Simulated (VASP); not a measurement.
# Mo (Im-3m) in VASP: notebook, part 2 of 3

VASP 6.6.1. The steps go on from the part before.

## 3. Single point, r2SCAN

Input file POSCAR:

```
Mo
1.0
   -1.5699306622      1.5699306622      1.5699306622
    1.5699306622     -1.5699306622      1.5699306622
    1.5699306622      1.5699306622     -1.5699306622
Mo
1
Direct
    0.0000000000      0.0000000000      0.0000000000
```

Input file INCAR.step1:

```
SYSTEM = Mo
ALGO = Normal
EDIFF = 1E-5
ENCUT = 550
GGA = PE
GGA_COMPAT = .False.
ISMEAR = -1
LASPH = .True.
LCHARG = .False.
LREAL = .False.
LWAVE = .True.
NBANDS = 13
NELM = 120
PREC = Accurate
SIGMA = 0.1
```

Input file INCAR.step2:

```
SYSTEM = Mo
ALGO = Normal
EDIFF = 1E-6
ENCUT = 550
GGA_COMPAT = .False.
ISIF = 2
ISMEAR = -1
ISTART = 1
LASPH = .True.
LCHARG = .True.
LELF = .True.
LMIXTAU = .True.
LREAL = .False.
LVHAR = .True.
LWAVE = .False.
METAGGA = R2SCAN
NBANDS = 13
NELM = 120
PREC = Accurate
SIGMA = 0.1
```

Input file KPOINTS:

```
k-points
0
Gamma
  15 15 15
  0 0 0
```

Potentials or basis: VASP PAW PBE potentials, release 64 (Mo_sv).

Run with:

```
$ cat potpaw_PBE.64/Mo_sv/POTCAR > POTCAR
$ cp INCAR.step1 INCAR
$ mpirun -np 1 vasp_std > vasp.out
$ cp INCAR.step2 INCAR
$ mpirun -np 1 vasp_std > vasp.out
```

It took 1.7 min on 1 thread of Intel Xeon 8259CL, shared host; peak memory 0.16 GiB.

Results (log left out):

```yaml
Free_energy: -26.0833 eV
Pressure: 4.2 GPa
Band_gap_on_the_k_mesh: zero (bands 7 and 8 overlap by 5.33 eV)
```

Levels at points of the mesh, in eV from the Fermi level:
| k point | band 3 | band 4 | band 5 | band 6 | band 7 | band 8 | band 9 | band 10 | band 11 | band 12 |
| --- | --- | --- | --- | --- | --- | --- | --- | --- | --- | --- |
| (0.00, 0.00, 0.00) | -35.64 | -35.64 | -7.66 | -1.41 | -1.41 | -1.41 | 1.96 | 1.96 | 15.54 | 15.54 |

Caveat: the cell stands under pressure; the PAW data sets were made with another functional, which shifts forces and pressure a little.

## 4. Single point, r2SCAN

This run uses another cell than the first one, of 15.95 Å³/atom.

Input file POSCAR:

```
Mo
1.0
   -1.5857896210      1.5857896210      1.5857896210
    1.5857896210     -1.5857896210      1.5857896210
    1.5857896210      1.5857896210     -1.5857896210
Mo
1
Direct
    0.0000000000      0.0000000000      0.0000000000
```

Input file INCAR.step1:

```
SYSTEM = Mo
  PREC = Accurate
  ENCUT = 550
  ISMEAR = -1
  SIGMA = 0.1
  LREAL = .False.
  LASPH = .True.
  NELM = 120
  NBANDS = 13
  GGA = PE
  ALGO = Normal
  EDIFF = 1E-5
  LWAVE = .True.
  LCHARG = .False.
  GGA_COMPAT = .False.
```

Input file INCAR.step2:

```
SYSTEM = Mo
  PREC = Accurate
  ENCUT = 550
  EDIFF = 1E-6
  ISMEAR = -1
  SIGMA = 0.1
  LREAL = .False.
  LASPH = .True.
  NELM = 120
  ALGO = Normal
  ISIF = 2
  LWAVE = .False.
  LCHARG = .False.
  METAGGA = R2SCAN
  LMIXTAU = .True.
  NBANDS = 13
  ISTART = 1
  GGA_COMPAT = .False.
```

Input file KPOINTS:

```
Automatic mesh
0
Gamma
  15 15 15
  0 0 0
```

Potentials or basis: VASP PAW PBE potentials, release 64 (Mo_sv).

Run with:

```
$ cat potpaw_PBE.64/Mo_sv/POTCAR > POTCAR
$ cp INCAR.step1 INCAR
$ mpirun -np 1 vasp_std > vasp.out
$ cp INCAR.step2 INCAR
$ mpirun -np 1 vasp_std > vasp.out
```

OUTCAR:

```text
SYSTEM = Mo
   PREC = Accurate
   ENCUT = 550
   EDIFF = 1E-6
   ISMEAR = -1
   LREAL = .False.
   LASPH = .True.
   NELM = 120
   ISIF = 2
   METAGGA = R2SCAN
   ISTART = 1

 ion  position               nearest neighbor table
   1  0.000  0.000  0.000-

  LATTYP: Found a body centered cubic cell.
 ALAT       =     3.1715792420

  Lattice vectors:

 A1 = (  -1.5857896210,   1.5857896210,   1.5857896210)
 A2 = (   1.5857896210,  -1.5857896210,   1.5857896210)
 A3 = (   1.5857896210,   1.5857896210,  -1.5857896210)

Analysis of symmetry for initial positions (statically):
=====================================================================
 Subroutine PRICEL returns:
 Original cell was already a primitive cell.

 Routine SETGRP: Setting up the symmetry group for a
 body centered cubic supercell.

 Subroutine GETGRP returns: Found 48 space group operations
 (whereof 48 operations were pure point group operations)
 out of a pool of 48 trial point group operations.

The static configuration has the point symmetry O_h .

Analysis of symmetry for dynamics (positions and initial velocities):
=====================================================================
 Subroutine PRICEL returns:
 Original cell was already a primitive cell.

 Routine SETGRP: Setting up the symmetry group for a
 body centered cubic supercell.

 Subroutine GETGRP returns: Found 48 space group operations
 (whereof 48 operations were pure point group operations)
 out of a pool of 48 trial point group operations.

The dynamic configuration has the point symmetry O_h .

 Subroutine INISYM returns: Found 48 space group operations
 (whereof 48 operations are pure point group operations),
 and found     1 'primitive' translations

[... 116 lines left out ...]
   LORBIT       =      0    0 simple, 1 ext, 2 COOP (PROOUT), +10 PAW based schemes
   METAGGA = R2SCAN    functional components
   LHFCALC =     F    Hartree Fock is set to
   AEXX    =    0.0000 exact exchange contribution
   IVDW    =     0    specifies the selected vdW correction
   LEPSILON=     F    determine dielectric tensor
   LRPA    =     F    only Hartree local field effects (RPA)
 non-spin polarized calculation
  energy-cutoff  :      550.00
  volume of cell :       15.95
 maximum number of plane-waves:       478
 NGX is ok and might be reduce to    24
   NGX = 11   NGY = 11   NGZ = 11

 number of electron      14.0000002 magnetization

 Free energy of the ion-electron system (eV)
  ---------------------------------------------------
  ext. energy  EPLUGINS =         0.00000000
  ---------------------------------------------------
  free energy    TOTEN  =       -26.08339166 eV

  energy without entropy =      -26.06409769  energy(sigma->0) =      -26.07374468

 E-fermi :  12.1930     XC(G=0): -14.5084

 val. band max:       12.1860337266   @ k =   0.1333   0.0667   0.0000
 cond. band min:      12.2391252534   @ k =  -0.3333   0.3333   0.2000
 fundamental gap:      0.0530915268
 Fermi energy:        12.1930484055

 k-point     1 :       0.0000    0.0000    0.0000
  band No.  band energies     occupation
      1     -50.9960      2.00000
      2     -23.5158      2.00000
      3     -23.5158      2.00000
      4     -23.5158      2.00000
      5       4.6281      2.00000
      6      10.8405      2.00000
      7      10.8405      2.00000
      8      10.8405      2.00000
      9      14.1052      0.00000
     10      14.1052      0.00000
     11      27.6891      0.00000
     12      27.6891      0.00000
     13      27.6891      0.00000
[... 354 lines left out ...]
  band No.  band energies     occupation
      1     -50.7046      2.00000
      2     -24.7598      2.00000
      3     -24.1710      2.00000
      4     -23.6600      2.00000
      5       7.7759      2.00000
      6       9.0601      2.00000
      7      11.1885      1.99991
      8      13.9254      0.00000
      9      15.0846      0.00000
     10      19.8083      0.00000
     11      23.2561      0.00000
     12      25.4552      0.00000
     13      29.1077      0.00000

 [... further k-points ...]

------------------------ aborting loop because EDIFF is reached ----------------------------------------

  FORCE on cell =-STRESS in cart. coord.  units (eV):
  Direction    XX          YY          ZZ          XY          YZ          ZX
  --------------------------------------------------------------------------------------
  -------------------------------------------------------------------------------------
  Total       -0.4038769     -0.4038769     -0.4038769      0.0000000      0.0000000     -0.0000000
  in kB      -40.5660658    -40.5660658    -40.5660658      0.0000000      0.0000000     -0.0000000
  external PRESSURE =     -40.5660658 kB  Pullay stress =       0.0000000 kB

 VOLUME and BASIS-vectors are now :
 -----------------------------------------------------------------------------
  energy-cutoff  :      550.00
  volume of cell :       15.95
      direct lattice vectors                 reciprocal lattice vectors
    -1.585789621  1.585789621  1.585789621     0.000000000  0.315300336  0.315300336
     1.585789621 -1.585789621  1.585789621     0.315300336  0.000000000  0.315300336
     1.585789621  1.585789621 -1.585789621     0.315300336  0.315300336  0.000000000

 POSITION                                       TOTAL-FORCE (eV/Angst)
 -----------------------------------------------------------------------------------
      0.00000      0.00000      0.00000         0.000000     -0.000000      0.000000
 -----------------------------------------------------------------------------------
    total drift:                                0.000000      0.000000      0.000000

  FREE ENERGIE OF THE ION-ELECTRON SYSTEM (eV)
  ---------------------------------------------------
  free  energy   TOTEN  =       -26.0833916628 eV

  energy  without entropy=      -26.0640976895  energy(sigma->0) =      -26.07374468
```

OUTCAR.step1:

```text
SYSTEM = Mo
   PREC = Accurate
   ENCUT = 550
   ISMEAR = -1
   LREAL = .False.
   LASPH = .True.
[... 601 lines left out ...]
 -----------------------------------------------------------------------------------
      0.00000      0.00000      0.00000        -0.000000     -0.000000      0.000000
 -----------------------------------------------------------------------------------
    total drift:                                0.000000      0.000000     -0.000000

  FREE ENERGIE OF THE ION-ELECTRON SYSTEM (eV)
  ---------------------------------------------------
  free  energy   TOTEN  =       -10.9432261371 eV

  energy  without entropy=      -10.9209816194  energy(sigma->0) =      -10.93210388
```

Run time: 77 s. Hardware: 1 thread of Intel Xeon 8259CL, shared host; peak memory 0.16 GiB.

Results:

```yaml
Free_energy: -26.0834 eV
Pressure: -4.1 GPa
Band_gap_on_the_k_mesh: zero (bands 7 and 8 overlap by 5.11 eV)
```

Caveat: the cell stands under tension; the PAW data sets were made with another functional, which shifts forces and pressure a little.

[end of part 2 of 3]
